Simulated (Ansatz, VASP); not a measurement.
Mo2Se2S: VASP beside Ansatz

```xyz
5
Lattice="3.2817 0.0000 0.0000 -1.6408 2.8420 0.0000 0.0000 0.0000 10.4535" Properties=species:S:1:pos:R:3 pbc="T T T"
Mo    0.0000    1.8947    8.8934
Mo    0.0000    1.8947    1.5602
Se    0.0000    0.0000    7.1709
Se    0.0000    0.0000    3.2826
S     0.0000    0.0000    0.0000
```

Alike in both runs: functional PBE; k mesh 4 × 4 × 2; occupations gaussian, width 0.15 eV; collinear spin.

Ansatz relaxed the structure, and its values are those at the end. VASP's run is a single point on that final structure, the one shown.

|  | VASP | Ansatz |
| --- | --- | --- |
| version | VASP 6.6.1 | Ansatz 0.2.0 |
| potentials or method | VASP PAW PBE potentials, release 64 (Mo_sv, Se, S), cutoff 500 eV | scalar-relativistic, plane waves, PAW |
| valence electrons in the cell | 46 | 66 |

VASP gave:

| Property | Result |
| --- | --- |
| gap on the k mesh at the Fermi level (eV) | none |
| pressure (GPa) | -0.1 |
| rms of the force components (eV/Å) | 0.037 |
| net moment per atom (μB) | 0.00 |

Question: Estimate Ansatz's values.

Answer: gap on the k mesh at the Fermi level (eV): none; pressure (GPa): -0.2; rms of the force components (eV/Å): 0.029; net moment per atom (μB): 0.00.

A gap of «none» marks a metal or a gap that the smearing closes. VASP's potentials hold 46 valence electrons a cell and Ansatz's 66, so a difference there can come from the potentials and not from the codes. Ansatz's warnings: seeded moment not kept.

The k mesh is coarse, so the values compare programs but aren't converged.
